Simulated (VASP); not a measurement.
# AlRu (zincblende type) (F-43m) in VASP: notebook

The runs below take AlRu (zincblende type) through single point, relaxation of cell and atoms, with PBE.

All numbers are computed with VASP 6.6.1; they aren't measurements. Logs are shortened: lines on timing, memory, paths and dates and some standing lists are left out, and cuts for length are marked.

## (1) The cell of the first run

It takes space group F-43m (No. 216, cubic). The conventional cell has a = 4.882 Å, b = 4.882 Å, c = 4.882 Å, α = 90.00°, β = 90.00°, γ = 90.00°. Within 2.8 Å of Ru (site symmetry -43m) lie 4 Al at 2.11 Å. Al (site symmetry -43m) has 4 Ru at 2.11 Å within 2.8 Å.

## (2) Single point, PBE

The input, INCAR:

```
SYSTEM = AlRu
ALGO = Normal
EDIFF = 1E-6
ENCUT = 520
GGA = PE
ISIF = 2
ISMEAR = -1
LASPH = .True.
LCHARG = .False.
LREAL = .False.
LWAVE = .False.
NBANDS = 16
NELM = 80
PREC = Accurate
SIGMA = 0.05
```

The input, KPOINTS:

```
k-points
0
Gamma
  12 12 12
  0 0 0
```

The input, POSCAR:

```
AlRu
1.0
    0.0000000000      2.4407738546      2.4407738546
    2.4407738546      0.0000000000      2.4407738546
    2.4407738546      2.4407738546      0.0000000000
Ru Al
1 1
Direct
    0.0000000000      0.0000000000      0.0000000000
    0.2500000000      0.2500000000      0.2500000000
```

Potentials or basis: VASP PAW PBE potentials, release 64 (Ru_pv, Al).

Command:

```sh
> cat potpaw_PBE.64/Ru_pv/POTCAR potpaw_PBE.64/Al/POTCAR > POTCAR
> mpirun -np 1 vasp_std > vasp.out
```

OUTCAR:

```text
SYSTEM = AlRu
   EDIFF = 1E-6
   ENCUT = 520
   GGA = PE
   ISIF = 2
   ISMEAR = -1
   LASPH = .True.
   LREAL = .False.
   NELM = 80
   PREC = Accurate

 ion  position               nearest neighbor table
   1  0.000  0.000  0.000-   2 2.11   2 2.11   2 2.11   2 2.11
   2  0.250  0.250  0.250-   1 2.11   1 2.11   1 2.11   1 2.11

  LATTYP: Found a face centered cubic cell.
 ALAT       =     4.8815477092

  Lattice vectors:

 A1 = (   0.0000000000,   2.4407738546,   2.4407738546)
 A2 = (   2.4407738546,   0.0000000000,   2.4407738546)
 A3 = (   2.4407738546,   2.4407738546,   0.0000000000)

Analysis of symmetry for initial positions (statically):
=====================================================================
 Subroutine PRICEL returns:
 Original cell was already a primitive cell.

 Routine SETGRP: Setting up the symmetry group for a
 face centered cubic supercell.

 Subroutine GETGRP returns: Found 24 space group operations
 (whereof 24 operations were pure point group operations)
 out of a pool of 48 trial point group operations.

The static configuration has the point symmetry T_d .

Analysis of symmetry for dynamics (positions and initial velocities):
=====================================================================
 Subroutine PRICEL returns:
 Original cell was already a primitive cell.

 Routine SETGRP: Setting up the symmetry group for a
 face centered cubic supercell.

 Subroutine GETGRP returns: Found 24 space group operations
 (whereof 24 operations were pure point group operations)
 out of a pool of 48 trial point group operations.

The dynamic configuration has the point symmetry T_d .

 Subroutine INISYM returns: Found 24 space group operations
 (whereof 24 operations are pure point group operations),
 and found     1 'primitive' translations

----------------------------------------------------------------------------------------

                                     Primitive cell

  volume of cell :      29.0812

  direct lattice vectors                    reciprocal lattice vectors
     0.000000000  2.440773855  2.440773855    -0.204853063  0.204853063  0.204853063
     2.440773855  0.000000000  2.440773855     0.204853063 -0.204853063  0.204853063
     2.440773855  2.440773855  0.000000000     0.204853063  0.204853063 -0.204853063

  length of vectors
     3.451775488  3.451775488  3.451775488     0.354815913  0.354815913  0.354815913

  position of ions in fractional coordinates (direct lattice)
     0.000000000  0.000000000  0.000000000
     0.250000000  0.250000000  0.250000000

  ion indices of the primitive-cell ions
   primitive index   ion index
                 1           1
                 2           2

----------------------------------------------------------------------------------------

 KPOINTS: k-points

Automatic generation of k-mesh.
 Grid dimensions read from file:
 generate k-points for:   12   12   12

 Generating k-lattice:

  Cartesian coordinates                     Fractional coordinates (reciprocal lattice)
    -0.017071089  0.017071089  0.017071089     0.083333333  0.000000000  0.000000000
     0.017071089 -0.017071089  0.017071089     0.000000000  0.083333333  0.000000000
     0.017071089  0.017071089 -0.017071089     0.000000000  0.000000000  0.083333333

  Length of vectors
     0.029567993  0.029567993  0.029567993

  Shift w.r.t. Gamma in fractional coordinates (k-lattice)
     0.000000000  0.000000000  0.000000000

 Subroutine IBZKPT returns following result:
 ===========================================

 Found     72 irreducible k-points:

 Following reciprocal coordinates:
            Coordinates               Weight
  0.000000  0.000000  0.000000      1.000000
  0.083333  0.000000  0.000000      8.000000
  0.166667  0.000000  0.000000      8.000000
  0.250000  0.000000  0.000000      8.000000
  0.333333  0.000000  0.000000      8.000000
  0.416667  0.000000  0.000000      8.000000
[... 16 lines left out ...]
  0.500000  0.166667  0.000000     24.000000
 -0.416667  0.166667  0.000000     24.000000
 [... further k-points ...]
   k-points           NKPTS =     72   k-points in BZ     NKDIM =     72   number of bands    NBANDS=     16
   number of dos      NEDOS =    301   number of ions     NIONS =      2
   total plane-waves  NPLWV =  21952
   dimension x,y,z NGX =    28 NGY =   28 NGZ =   28
   dimension x,y,z NGXF=    56 NGYF=   56 NGZF=   56
   ions per type =               1   1
   NGX,Y,Z   is equivalent  to a cutoff of  13.49, 13.49, 13.49 a.u.
   NGXF,Y,Z  is equivalent  to a cutoff of  26.97, 26.97, 26.97 a.u.
 SYSTEM =  AlRu
   PREC   = accura    normal or accurate (medium, high low for compatibility)
   ISTART =      0    job   : 0-new  1-cont  2-samecut
   ICHARG =      2    charge: 1-file 2-atom 10-const
   ISPIN  =      1    spin polarized calculation?
   LNONCOLLINEAR =      F non collinear calculations
   LSORBIT =      F    spin-orbit coupling
   LASPH  =      T    aspherical Exc in radial PAW
   ENCUT  =  520.0 eV  38.22 Ry    6.18 a.u.   6.42  6.42  6.42*2*pi/ulx,y,z
   NELM   =     80;   NELMIN=  2; NELMDL= -5     # of ELM steps
   EDIFF  = 0.1E-05   stopping-criterion for ELM
   LREAL  =      F    real-space projection
   EDIFFG = 0.1E-04   stopping-criterion for IOM
   NSW    =      0    number of steps for IOM
   IBRION =     -1    ionic relax: 0-MD 1-quasi-New 2-CG
   NFREE  =      0    steps in history (QN), initial steepest desc. (CG)
   ISIF   =      2    stress and relaxation
   ISYM   =      2    0-nonsym 1-usesym 2-fastsym
   POTIM  = 0.5000    time-step for ionic-motion
   TEBEG  =    0.0;   TEEND  =   0.0 temperature during run
   PSTRESS=    0.0 pullay stress
   NELECT =      17.0000    total number of electrons
   NUPDOWN=      -1.0000    fix difference up-down
   EMIN   =  10.00;   EMAX   =-10.00  energy-range for DOS
   EFERMI =   0.00;   METHOD = LEGACY
   ISMEAR =    -1;   SIGMA  =   0.05  broadening in eV -4-tet -1-fermi 0-gaus
   EFERMI_NEDOS =   21; number of points for ismear=-14 and -15
   IALGO  =     38    algorithm
   IMIX   =      4    mixing-type and parameters
     AMIX     =   0.40;   BMIX     =  1.00
     AMIX_MAG =   1.60;   BMIX_MAG =  1.00
  volume/ion in A,a.u.               =      14.54        98.12
  Fermi-wavevector in a.u.,A,eV,Ry     =   1.368843  2.586738 25.493655  1.873731
  Thomas-Fermi vector in A             =   2.494771
   LORBIT       =      0    0 simple, 1 ext, 2 COOP (PROOUT), +10 PAW based schemes
   GGA     = PE    functional components
   LHFCALC =     F    Hartree Fock is set to
   AEXX    =    0.0000 exact exchange contribution
   IVDW    =     0    specifies the selected vdW correction
   LEPSILON=     F    determine dielectric tensor
   LRPA    =     F    only Hartree local field effects (RPA)
 non-spin polarized calculation
  energy-cutoff  :      520.00
  volume of cell :       29.08
 maximum number of plane-waves:       817
 NGX is ok and might be reduce to    28
   NGX = 13   NGY = 13   NGZ = 13

 number of electron      16.9999998 magnetization

 Free energy of the ion-electron system (eV)
  ---------------------------------------------------
  ext. energy  EPLUGINS =         0.00000000
  ---------------------------------------------------
  free energy    TOTEN  =        -9.02733000 eV

  energy without entropy =       -9.01250205  energy(sigma->0) =       -9.01991602

 E-fermi :   8.9912     XC(G=0): -11.8080

 val. band max:        8.9783547184   @ k =   0.5000   0.4167   0.0833
 cond. band min:       9.0070346622   @ k =   0.5000   0.1667   0.0000
 fundamental gap:      0.0286799438
 Fermi energy:         8.9912043319

 k-point     1 :       0.0000    0.0000    0.0000
  band No.  band energies     occupation
      1     -32.3047      2.00000
      2     -32.3047      2.00000
      3     -32.3047      2.00000
      4       0.7202      2.00000
      5       6.2974      2.00000
      6       6.2974      2.00000
[... 8 lines left out ...]
     15      23.5763      0.00000
     16      23.5763      0.00000

 k-point     2 :       0.0833    0.0000    0.0000
  band No.  band energies     occupation
      1     -32.3106      2.00000
      2     -32.3055      2.00000
      3     -32.3055      2.00000
      4       0.8683      2.00000
      5       6.2466      2.00000
      6       6.3515      2.00000
[... 8 lines left out ...]
     15      23.1414      0.00000
     16      23.3108      0.00000

 k-point     3 :       0.1667    0.0000    0.0000
  band No.  band energies     occupation
      1     -32.3266      2.00000
      2     -32.3076      2.00000
      3     -32.3076      2.00000
      4       1.2977      2.00000
      5       6.1202      2.00000
      6       6.4777      2.00000
[... 8 lines left out ...]
     15      22.6279      0.00000
     16      22.8052      0.00000

 k-point     4 :       0.2500    0.0000    0.0000
  band No.  band energies     occupation
      1     -32.3484      2.00000
      2     -32.3105      2.00000
      3     -32.3105      2.00000
      4       1.9558      2.00000
      5       5.9867      2.00000
      6       6.5732      2.00000
[... 8 lines left out ...]
     15      22.1438      0.00000
     16      22.8465      0.00000
[... 324 lines left out ...]
 k-point    22 :       0.4167    0.1667    0.0000
  band No.  band energies     occupation
      1     -32.3739      2.00000
      2     -32.3246      2.00000
      3     -32.3208      2.00000
      4       3.3834      2.00000
      5       5.6685      2.00000
      6       6.4200      2.00000
[... 8 lines left out ...]
     15      22.8505      0.00000
     16      23.0279      0.00000

 k-point    23 :       0.5000    0.1667    0.0000
  band No.  band energies     occupation
      1     -32.3831      2.00000
      2     -32.3293      2.00000
      3     -32.3210      2.00000
      4       3.9014      2.00000
      5       5.7389      2.00000
      6       6.3873      2.00000
[... 8 lines left out ...]
     15      22.8427      0.00000
     16      22.9971      0.00000

 k-point    24 :      -0.4167    0.1667    0.0000
  band No.  band energies     occupation
      1     -32.3837      2.00000
      2     -32.3321      2.00000
      3     -32.3193      2.00000
      4       3.9839      2.00000
      5       5.8418      2.00000
      6       6.3593      2.00000
[... 8 lines left out ...]
     15      22.8466      0.00000
     16      23.2467      0.00000

 [... further k-points ...]
[... 5 lines left out ...]
  --------------------------------------------------------------------------------------
  -------------------------------------------------------------------------------------
  Total       10.9468699     10.9468699     10.9468699      0.0000000     -0.0000000      0.0000000
  in kB      603.0980409    603.0980409    603.0980409      0.0000000     -0.0000000      0.0000000
  external PRESSURE =     603.0980409 kB  Pullay stress =       0.0000000 kB

 VOLUME and BASIS-vectors are now :
 -----------------------------------------------------------------------------
  energy-cutoff  :      520.00
  volume of cell :       29.08
      direct lattice vectors                 reciprocal lattice vectors
     0.000000000  2.440773855  2.440773855    -0.204853063  0.204853063  0.204853063
     2.440773855  0.000000000  2.440773855     0.204853063 -0.204853063  0.204853063
     2.440773855  2.440773855  0.000000000     0.204853063  0.204853063 -0.204853063

 POSITION                                       TOTAL-FORCE (eV/Angst)
 -----------------------------------------------------------------------------------
      0.00000      0.00000      0.00000         0.000000      0.000000      0.000000
      1.22039      1.22039      1.22039        -0.000000     -0.000000     -0.000000
 -----------------------------------------------------------------------------------
    total drift:                               -0.000001     -0.000001     -0.000001

  FREE ENERGIE OF THE ION-ELECTRON SYSTEM (eV)
  ---------------------------------------------------
  free  energy   TOTEN  =        -9.0273300009 eV

  energy  without entropy=       -9.0125020479  energy(sigma->0) =       -9.01991602
```

Run time: 38 s. Hardware: 1 thread of Intel Xeon 8259CL, shared host; peak memory 0.18 GiB.

What came out:

```yaml
Free_energy: -9.0273 eV
Pressure: 60.3 GPa
Band_gap_on_the_k_mesh: zero (an odd number of electrons rules out a gap without spin polarisation)
```

Caveat: the cell stands under pressure.

## (3) Single point, PBE

The input, INCAR:

```
ALGO = Normal
EDIFF = 1E-6
ENCUT = 520
GGA = PE
ISIF = 2
ISMEAR = -1
LASPH = T
LCHARG = F
LREAL = F
LWAVE = F
NBANDS = 16
NELM = 80
PREC = Accurate
SIGMA = 0.05
```

The input, KPOINTS:

```
k-points
0
Gamma
  12 12 12
```

The input, POSCAR:

```
AlRu
1.0
    0.0000000000      2.4396486559      2.4396486559
    2.4396486559      0.0000000000      2.4396486559
    2.4396486559      2.4396486559      0.0000000000
Ru Al
1 1
Direct
    0.0000000000      0.0000000000      0.0000000000
    0.2500000000      0.2500000000      0.2500000000
```

Potentials or basis: VASP PAW PBE potentials, release 64 (Ru_pv, Al).

Command:

```sh
> cat potpaw_PBE.64/Ru_pv/POTCAR potpaw_PBE.64/Al/POTCAR > POTCAR
> mpirun -np 1 vasp_std > vasp.out
```

Run time: 44 s. Hardware: 1 thread of Intel Xeon 8259CL, shared host; peak memory 0.18 GiB.

The run converged. Its results:

```yaml
Free_energy: -9.0121 eV
Pressure: 60.7 GPa
Band_gap_on_the_k_mesh: zero (an odd number of electrons rules out a gap without spin polarisation)
```

Levels at points of the mesh, in eV from the Fermi level:
```tsv
k point	band 6	band 7	band 8	band 9	band 10	band 11	band 12	band 13
(0.00, 0.00, 0.00)	-2.70	-2.70	-1.03	-1.03	9.98	9.98	9.98	11.85
(0.50, 0.00, 0.00)	-2.51	-2.51	-0.36	-0.36	1.35	8.24	8.24	9.46
(0.50, 0.50, 0.00)	-1.07	-0.49	-0.49	0.06	2.67	3.91	3.91	9.88
```

Caveat: the cell stands under pressure.

## (4) Relaxation of cell and atoms, PBE, target pressure 60 GPa, at which the enthalpy is minimised

This run uses another cell than the first one, of 13.48 Å³/atom.

The input, INCAR:

```
  PREC = Accurate
  ENCUT = 600
  EDIFF = 1E-6
  ISMEAR = -1
  SIGMA = 0.05
  LREAL = F
  LASPH = T
  NELM = 100
  ALGO = Normal
  ISIF = 3
  LWAVE = F
  LCHARG = F
  GGA = PE
  IBRION = 2
  NSW = 60
  EDIFFG = -0.005
  PSTRESS = 600.0
```

The input, KPOINTS:

```
Automatic mesh
0
Gamma
  12 12 12
```

The input, POSCAR:

```
AlRu
1.0
    0.0000000000      2.3797923626      2.3797923626
    2.3797923626      0.0000000000      2.3797923626
    2.3797923626      2.3797923626      0.0000000000
Ru Al
1 1
Direct
    0.0000000000      0.0000000000      0.0000000000
    0.2500000000      0.2500000000      0.2500000000
```

Command:

```sh
> cat potpaw_PBE.64/Ru_pv/POTCAR potpaw_PBE.64/Al/POTCAR > POTCAR
> mpirun -np 1 vasp_std > vasp.out
```

It took 2.9 min on 1 thread of Intel Xeon 8259CL, shared host; peak memory 0.19 GiB.

Results (log left out):

```yaml
Free_energy: -9.0383 eV
Relaxed_volume: 14.56 Å³/atom
Relaxed_cell: a = 3.453 Å, b = 3.453 Å, c = 3.453 Å, α = 60.00°, β = 60.00°, γ = 60.00°
Space_group_after_relaxing_to_0.1_Å: F-43m (No. 216)
Energy_change_on_relaxing_the_run_minimises_the_enthalpy: -483.9 meV/atom
Ionic_steps: 16
Pressure_after_relaxing: 60.0 GPa
Band_gap_on_the_k_mesh: zero (an odd number of electrons rules out a gap without spin polarisation)
```

The path:
| step | energy change (eV) | largest force (eV/Å) | pressure (GPa) | volume (Å³) |
| --- | --- | --- | --- | --- |
| 1 | 0.0000 | 0.0000 | 85.10 | 26.96 |
| 2 | -2.4650 | 0.0000 | 15.95 | 36.06 |
| 3 | -1.0401 | 0.0000 | 58.09 | 29.31 |
| 4 | -0.9723 | 0.0000 | 59.86 | 29.13 |
| 5 | -0.9556 | 0.0000 | 60.31 | 29.08 |
| 6 | -0.9561 | 0.0000 | 60.25 | 29.08 |
| 7 | -0.9576 | 0.0000 | 60.26 | 29.09 |
| 8 | -0.9576 | 0.0000 | 60.25 | 29.09 |
| 9 | -0.9577 | 0.0000 | 60.24 | 29.09 |
| 10 | -0.9578 | 0.0000 | 60.24 | 29.09 |
| 11 | -0.9579 | 0.0000 | 60.23 | 29.09 |
| 12 | -0.9582 | 0.0000 | 60.21 | 29.09 |
| 13 | -0.9589 | 0.0000 | 60.18 | 29.09 |
| 14 | -0.9601 | 0.0000 | 60.19 | 29.09 |
| 15 | -0.9627 | 0.0000 | 60.12 | 29.10 |
| 16 | -0.9678 | 0.0000 | 60.00 | 29.11 |

Final structure:
```xyz
2
Lattice="0.0000 2.4417 2.4417 2.4417 0.0000 2.4417 2.4417 2.4417 0.0000" Properties=species:S:1:pos:R:3 pbc="T T T"
Ru    0.0000    0.0000    0.0000
Al    1.2208    1.2208    1.2208
```

Levels at points of the mesh, in eV from the Fermi level:
| k point | band 6 | band 7 | band 8 | band 9 | band 10 | band 11 | band 12 |
| --- | --- | --- | --- | --- | --- | --- | --- |
| (0.00, 0.00, 0.00) | -2.69 | -2.69 | -1.02 | -1.02 | 9.97 | 9.97 | 9.97 |
| (0.50, 0.00, 0.00) | -2.50 | -2.50 | -0.36 | -0.36 | 1.34 | 8.22 | 8.22 |
| (0.50, 0.50, 0.00) | -1.06 | -0.49 | -0.49 | 0.06 | 2.66 | 3.90 | 3.90 |

Caveat: the cell is relaxed towards a set pressure, so the run minimises the enthalpy, not the energy.

## (5) Summary

| task | cell | cutoff (eV) | gap on the mesh (eV) | pressure (GPa) |
| --- | --- | --- | --- | --- |
| single point | a = 3.452 Å, angles 60.0°, 2 atoms | 520 | none | 60.3 |
| single point | a = 3.450 Å, angles 60.0°, 2 atoms | 520 | none | 60.7 |
| relaxation of cell and atoms | relaxed to 60 GPa from a = 3.366 Å, angles 60.0°, 2 atoms | 600 | none | 60.0 |

Alike in all rows: level PBE; potentials or basis VASP PAW PBE potentials, release 64 (Ru_pv, Al); no spin polarisation; k mesh 12 × 12 × 12; smearing fermi-dirac 0.05 eV.

Caveats: the cell stands under pressure (at least some runs); the cell is relaxed towards a set pressure, so the run minimises the enthalpy, not the energy (at least some runs).

Absolute energies hang on the potentials; compare differences alone.
